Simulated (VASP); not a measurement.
Write the native input for VASP 6.6.1 that does the following.

| Quantity | Value |
| --- | --- |
| Task | single point |
| Functional | PBEsol |
| Potentials or basis | VASP PAW PBE potentials, release 64 (Zn, Ag) |
| Cutoff | 520 eV |
| k mesh | 9 × 9 × 9 |
| Occupations | methfessel-paxton, width 0.1 eV |
| Spin | no spin polarisation |
| Dipole correction | no |
| Further INCAR settings | ALGO = Normal; EDIFF = 1e-07; NBANDS = 18 |

The structure of ZnAg lies in POSCAR:

```
ZnAg
1.0
    3.2380104526      0.0000000000      0.0000000000
    0.0000000000      3.2380104526      0.0000000000
    0.0000000000      0.0000000000      3.2380104526
Zn Ag
1 1
Direct
    0.5000000000      0.5000000000      0.5000000000
    0.0000000000      0.0000000000      0.0000000000
```

These files were run (other wordings do the same):

INCAR

```
PREC = Accurate
ENCUT = 520
EDIFF = 1E-7
ISMEAR = 1
SIGMA = 0.1
LREAL = False
LASPH = True
NELM = 60
ALGO = Normal
ISIF = 2
LWAVE = False
LCHARG = False
GGA = PS
NBANDS = 18
```

KPOINTS

```
Automatic mesh
0
Gamma
  9 9 9
```

Potentials or basis: VASP PAW PBE potentials, release 64 (Zn, Ag).

Command:

```sh
$ cat potpaw_PBE.64/Zn/POTCAR potpaw_PBE.64/Ag/POTCAR > POTCAR
$ mpirun -np 1 vasp_std > vasp.out
```

Results of the run:

- Pressure: -9.3 GPa

Caveat: the PAW data sets were made with another functional, which shifts forces and pressure a little.

Run time: 5.5 s on 1 thread of Intel(R) Xeon(R) 6975P-C (Granite Rapids) (shared host), peak memory 0.15 GiB.
